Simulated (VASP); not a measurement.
# Zr2B3 (P-3m1) in VASP: further runs, part 2 of 2

VASP 6.6.1.

## 4. Relaxation of cell and atoms, PBE

Contents of INCAR:

```
SYSTEM = Zr2B3
PREC     = Accurate       ! precision mode
ENCUT    = 600            ! plane-wave cutoff, eV
EDIFF    = 1E-6           ! SCF threshold, eV
ISMEAR   = 0              ! smearing method
SIGMA    = 0.1            ! smearing width, eV
LREAL    = .False.        ! projectors in reciprocal space
LASPH    = .True.         ! aspherical terms in the spheres
NELM     = 60             ! most SCF steps
ALGO     = Normal         ! electronic algorithm
ISIF     = 3              ! what is computed and relaxed
LWAVE    = .False.        ! write WAVECAR
LCHARG   = .False.        ! write CHGCAR
GGA      = PE             ! functional
IBRION   = 2              ! ionic algorithm
NSW      = 90             ! ionic steps
EDIFFG   = -0.04          ! ionic threshold
```

Contents of KPOINTS:

```
Automatic mesh
0
Gamma
  6 6 4
  0 0 0
```

Contents of POSCAR:

```
Zr2B3
1.0
    3.3523267473      0.0000000000      0.0000000000
   -1.6761633736      2.9032001249      0.0000000000
    0.0000000000      0.0000000000      5.2156758784
Zr B
2 3
Direct
    0.3333333333      0.6666666667      0.2450000000
    0.6666666667      0.3333333333      0.7550000000
    0.0000000000      0.0000000000      0.0000000000
    0.3333333333      0.6666666667      0.6450000000
    0.6666666667      0.3333333333      0.3550000000
```

Potentials or basis: VASP PAW PBE potentials, release 64 (Zr_sv, B).

Run with:

```
> cat potpaw_PBE.64/Zr_sv/POTCAR potpaw_PBE.64/B/POTCAR > POTCAR
> mpirun -np 1 vasp_std > vasp.out
```

OUTCAR:

```text
SYSTEM = Zr2B3
   PREC = Accurate
   ENCUT = 600
   EDIFF = 1E-6
   ISMEAR = 0
   LREAL = .False.
   LASPH = .True.
   NELM = 60
   ISIF = 3
   GGA = PE
   IBRION = 2
   NSW = 90
   EDIFFG = -0.04

 ion  position               nearest neighbor table
   1  0.333  0.667  0.245-   5 2.02   5 2.02   5 2.02   4 2.09   3 2.32   3 2.32   3 2.32   2 3.21
                             2 3.21   2 3.21   2 3.29   2 3.29   2 3.29
   2  0.667  0.333  0.755-   4 2.02   4 2.02   4 2.02   5 2.09   3 2.32   3 2.32   3 2.32   1 3.21
                             1 3.21   1 3.21   1 3.29   1 3.29   1 3.29
   3  0.000  0.000  0.000-   1 2.32   2 2.32   1 2.32   2 2.32   2 2.32   1 2.32
   4  0.333  0.667  0.645-   2 2.02   2 2.02   2 2.02   1 2.09
   5  0.667  0.333  0.355-   1 2.02   1 2.02   1 2.02   2 2.09

  LATTYP: Found a hexagonal cell.
 ALAT       =     3.3523267473
 C/A-ratio  =     1.5558375634

  Lattice vectors:

 A1 = (   3.3523267473,   0.0000000000,   0.0000000000)
 A2 = (  -1.6761633736,   2.9032001249,   0.0000000000)
 A3 = (   0.0000000000,   0.0000000000,   5.2156758784)

Analysis of symmetry for initial positions (statically):
=====================================================================
 Subroutine PRICEL returns:
 Original cell was already a primitive cell.

 Routine SETGRP: Setting up the symmetry group for a
 hexagonal supercell.

 Subroutine GETGRP returns: Found 12 space group operations
 (whereof 12 operations were pure point group operations)
[... 160 lines left out ...]

--------------------------------------- Ionic step        1  -------------------------------------------

 number of electron      33.0000000 magnetization

 Free energy of the ion-electron system (eV)
  ---------------------------------------------------
  ext. energy  EPLUGINS =         0.00000000
  ---------------------------------------------------
  free energy    TOTEN  =       -30.19228457 eV

  energy without entropy =      -30.18399070  energy(sigma->0) =      -30.18813763

 E-fermi :  11.0153     XC(G=0): -12.7069

 val. band max:       10.9829658763   @ k =   0.3333   0.1667   0.2500
 cond. band min:      11.1120920285   @ k =   0.1667   0.1667   0.5000
 fundamental gap:      0.1291261522
 Fermi energy:        11.0153070406
[... 1219 lines left out ...]
  FREE ENERGIE OF THE ION-ELECTRON SYSTEM (eV)
  ---------------------------------------------------
  free  energy   TOTEN  =       -35.0061397439 eV

  energy  without entropy=      -34.9873153679  energy(sigma->0) =      -34.99672756

[... ionic steps 4 to 29 ...]

--------------------------------------- Ionic step       30  -------------------------------------------

 number of electron      33.0000000 magnetization

------------------------ aborting loop because EDIFF is reached ----------------------------------------
[... 73 lines left out ...]
--------------------------------------- Ionic step       32  -------------------------------------------

 number of electron      33.0000000 magnetization

 Free energy of the ion-electron system (eV)
  ---------------------------------------------------
  ext. energy  EPLUGINS =         0.00000000
  ---------------------------------------------------
  free energy    TOTEN  =       -36.17089076 eV

  energy without entropy =      -36.16293205  energy(sigma->0) =      -36.16691140

 E-fermi :   8.0318     XC(G=0): -11.3436

 val. band max:        8.0123293479   @ k =   0.0000   0.0000   0.2500
 cond. band min:       8.0872680944   @ k =   0.0000   0.1667   0.2500
 fundamental gap:      0.0749387465
 Fermi energy:         8.0317919004
[... 582 lines left out ...]
  FREE ENERGIE OF THE ION-ELECTRON SYSTEM (eV)
  ---------------------------------------------------
  free  energy   TOTEN  =       -36.1708907577 eV

  energy  without entropy=      -36.1629320461  energy(sigma->0) =      -36.16691140

 reached required accuracy - stopping structural energy minimisation
```

It took 19 min on 1 thread of Intel Xeon 8259CL, shared host; peak memory 0.2 GiB.

What came out:

- Free energy: -36.1709 eV
- Relaxed volume: 13.59 Å³/atom
- Relaxed cell: a = 3.973 Å, b = 3.973 Å, c = 4.973 Å, α = 90.00°, β = 90.00°, γ = 120.00°
- Space group after relaxing (to 0.1 Å): P-3m1 (No. 164)
- Energy gained by relaxing: 1195.7 meV/atom
- Ionic steps: 32
- Pressure after relaxing: 0.1 GPa
- Largest force after relaxing: 0.010 eV/Å
- Band gap on the k mesh: zero (an odd number of electrons rules out a gap without spin polarisation)

Forces in eV/Å, atoms in the order of the input:
```
Zr   0.000  0.000 -0.010
Zr   0.000  0.000  0.010
B    0.000  0.000  0.000
B    0.000  0.000 -0.009
B    0.000  0.000  0.009
```

The path:
```
step  energy change (eV)  largest force (eV/Å)  pressure (GPa)  volume (Å³)
   1              0.0000                4.3005           87.80        50.76
   2             -1.2755                0.7007          -25.21       103.37
   3             -4.8139                0.4046           -3.45        72.74
   4             -4.8255                0.4244           -1.71        71.77
   5             -4.8270                0.4344           -0.82        71.30
   6             -4.8886                0.1680           -0.31        70.81
   7             -4.8944                0.3898            0.00        70.63
   8             -4.9182                0.5499            0.02        70.52
   9             -4.9962                0.9290            0.14        70.14
  10             -5.0275                1.7317            2.20        69.17
  11             -5.0560                1.1411            0.74        69.72
  12             -5.0570                1.4448            1.49        69.42
  13             -5.0617                1.2578            1.11        69.56
  14             -5.0659                1.2953            1.12        69.56
  15             -5.0765                1.4032            1.17        69.54
  16             -5.0887                1.5810            1.28        69.50
  17             -5.1051                1.5706            1.16        69.55
  18             -5.1539                1.5365            0.72        69.68
  19             -5.2480                1.4518           -0.13        69.95
  20             -5.4177                1.2441           -1.79        70.50
  21             -5.6552                0.7648           -4.69        71.57
  22             -5.6066                0.4920           -8.99        73.71
  23             -5.7263                0.5164           -6.55        72.44
  24             -5.8551                0.3376           -4.46        70.86
  25             -5.9608                0.2229           -0.11        68.09
  26             -5.9620                0.2670            0.47        67.78
  27             -5.9747                0.1331           -0.08        68.01
  28             -5.9776                0.0607           -0.47        68.19
  29             -5.9781                0.0532           -0.06        68.00
  30             -5.9782                0.0501            0.12        67.92
  31             -5.9783                0.0403            0.12        67.94
  32             -5.9786                0.0101            0.08        67.97
```

Final structure:
```yaml
crystal:
  lattice:
    - [3.97282, 0.00000, 0.00000]
    - [-1.98641, 3.44056, 0.00000]
    - [0.00000, 0.00000, 4.97291]
  atoms:
    - { symbol: Zr, position: [0.33333, 0.66667, 0.24826] }
    - { symbol: Zr, position: [0.66667, 0.33333, 0.75174] }
    - { symbol: B, position: [0.00000, 0.00000, 0.00000] }
    - { symbol: B, position: [0.33333, 0.66667, 0.73841] }
    - { symbol: B, position: [0.66667, 0.33333, 0.26159] }
```

Caveat: the k points lie up to 0.32 Å⁻¹ apart in the final cell, too coarse for converged energies and pressures of a metal; the volume moved by over 15 % at a fixed basis, so the end points are rough.

## 5. Single point, PBE

This run uses another cell than the first one, of 13.59 Å³/atom.

Contents of INCAR:

```
SYSTEM = Zr2B3
PREC = Accurate ; ENCUT = 520
EDIFF = 1E-7 ; ISMEAR = 0
SIGMA = 0.1 ; LREAL = .False.
LASPH = .True. ; NELM = 60
ALGO = Normal ; ISIF = 2
LWAVE = .False. ; LCHARG = .False.
GGA = PE ; NBANDS = 24
```

Contents of KPOINTS:

```
regular mesh
0
Gamma
  12 12 8
  0 0 0
```

Contents of POSCAR:

```
Zr2B3
1.0
    3.9728784093      0.0000000000      0.0000000000
   -1.9864392047      3.4406136286      0.0000000000
    0.0000000000      0.0000000000      4.9697899005
Zr B
2 3
Direct
    0.3333333333      0.6666666667      0.2484858267
    0.6666666667      0.3333333333      0.7515141733
    0.0000000000      0.0000000000      0.0000000000
    0.3333333333      0.6666666667      0.7399865238
    0.6666666667      0.3333333333      0.2600134762
```

Run with:

```
> cat potpaw_PBE.64/Zr_sv/POTCAR potpaw_PBE.64/B/POTCAR > POTCAR
> mpirun -np 1 vasp_std > vasp.out
```

Wall time 6 min (1 thread of Intel Xeon 8259CL, shared host); peak memory 0.31 GiB.

Results (log left out):

```yaml
Free_energy: -36.1757 eV
Pressure: 0.1 GPa
Largest_force: 0.008 eV/Å
Band_gap_on_the_k_mesh: zero (an odd number of electrons rules out a gap without spin polarisation)
```

Forces in eV/Å, atoms in the order of the input:
```
Zr   0.000  0.000  0.008
Zr   0.000  0.000 -0.008
B    0.000  0.000  0.000
B    0.000  0.000 -0.002
B    0.000  0.000  0.002
```

Levels at points of the mesh, in eV from the Fermi level:
| k point | band 14 | band 15 | band 16 | band 17 | band 18 | band 19 |
| --- | --- | --- | --- | --- | --- | --- |
| (0.00, 0.00, 0.00) | -2.35 | -2.35 | 0.14 | 0.36 | 0.36 | 1.09 |
| (0.50, 0.00, 0.00) | -2.42 | -2.35 | -0.68 | 0.17 | 0.60 | 0.95 |
| (0.00, 0.00, 0.50) | -2.79 | -2.79 | -2.67 | -0.19 | 1.54 | 2.48 |
| (0.50, 0.00, 0.50) | -2.79 | -2.75 | -1.22 | 0.36 | 0.51 | 0.64 |

## 6. Single point, PBE

This run uses another cell than the first one, of 13.20 Å³/atom.

Contents of INCAR:

```
SYSTEM = Zr2B3
PREC = Accurate ; ENCUT = 520
EDIFF = 1E-6 ; ISMEAR = 0
SIGMA = 0.1 ; LREAL = .FALSE.
LASPH = .TRUE. ; NELM = 60
ALGO = Normal ; ISIF = 2
LWAVE = .FALSE. ; LCHARG = .TRUE.
GGA = PE ; LELF = .TRUE.
LVHAR = .TRUE. ; NBANDS = 24
```

Contents of KPOINTS:

```
Automatic mesh
0
G
  15 15 6
  0 0 0
```

Contents of POSCAR:

```
Zr2B3
1.0
    3.2433222073      0.0000000000      0.0000000000
   -1.6216611037      2.8087994242      0.0000000000
    0.0000000000      0.0000000000      7.2451735591
Zr B
2 3
Direct
    0.3333333333      0.6666666667      0.2078861809
    0.6666666667      0.3333333333      0.7921138191
    0.0000000000      0.0000000000      0.0000000000
    0.3333333333      0.6666666667      0.5361644435
    0.6666666667      0.3333333333      0.4638355565
```

Potentials or basis: VASP PAW PBE potentials, release 64 (Zr_sv, B).

Run with:

```
> cat potpaw_PBE.64/Zr_sv/POTCAR potpaw_PBE.64/B/POTCAR > POTCAR
> mpirun -np 1 vasp_std > vasp.out
```

Wall time 4.8 min (1 thread of Intel Xeon 8259CL, shared host); peak memory 0.33 GiB.

Results (log left out):

| Item | Value |
| --- | --- |
| Free energy | -38.1396 eV |
| Pressure | 0.1 GPa |
| Largest force | 0.006 eV/Å |
| Band gap on the k mesh | zero (an odd number of electrons rules out a gap without spin polarisation) |

Forces in eV/Å, atoms in the order of the input:
```
Zr   0.000  0.000  0.002
Zr   0.000  0.000 -0.002
B    0.000  0.000  0.000
B    0.000  0.000  0.006
B    0.000  0.000 -0.006
```

Levels at points of the mesh, in eV from the Fermi level:
| k point | band 14 | band 15 | band 16 | band 17 | band 18 | band 19 | band 20 | band 21 |
| --- | --- | --- | --- | --- | --- | --- | --- | --- |
| (0.00, 0.00, 0.00) | 0.00 | 0.00 | 0.38 | 0.38 | 2.09 | 2.09 | 3.54 | 3.57 |
| (0.00, 0.00, 0.50) | -0.44 | -0.14 | 1.55 | 1.55 | 1.63 | 1.63 | 3.38 | 3.45 |

## 7. The runs side by side

```tsv
task	cell	k mesh	cutoff (eV)	gap on the mesh (eV)	pressure (GPa)	largest force (eV/Å)
single point	a = 3.352, b = 3.352, c = 5.216 Å, angles 90.0, 90.0, 120.0°, 5 atoms, atomic positions A	6 × 6 × 4	520	none	87.8	4.30
single point	a = 3.240, b = 3.240, c = 7.257 Å, angles 90.0, 90.0, 120.0°, 5 atoms, atomic positions B	6 × 6 × 4	520	none	0.1	0.01
relaxation of cell and atoms	relaxed from a = 3.352, b = 3.352, c = 5.216 Å, angles 90.0, 90.0, 120.0°, 5 atoms, atomic positions A	6 × 6 × 4	600	none	0.1	0.01
single point	a = 3.973, b = 3.973, c = 4.970 Å, angles 90.0, 90.0, 120.0°, 5 atoms, atomic positions C	12 × 12 × 8	520	none	0.1	0.01
single point	a = 3.243, b = 3.243, c = 7.245 Å, angles 90.0, 90.0, 120.0°, 5 atoms, atomic positions B	15 × 15 × 6	520	none	0.1	0.01
```

Alike in all rows: level PBE; potentials or basis VASP PAW PBE potentials, release 64 (Zr_sv, B); no spin polarisation; smearing gaussian 0.1 eV.

Caveats: some runs use coarse meshes; forces of over 1 eV/Å act on the atoms, so gaps and moduli don't describe the material at rest (at least some runs); the volume moved by over 15 % at a fixed basis, so the end points are rough (at least some runs).

Absolute energies hang on the potentials; compare differences alone.
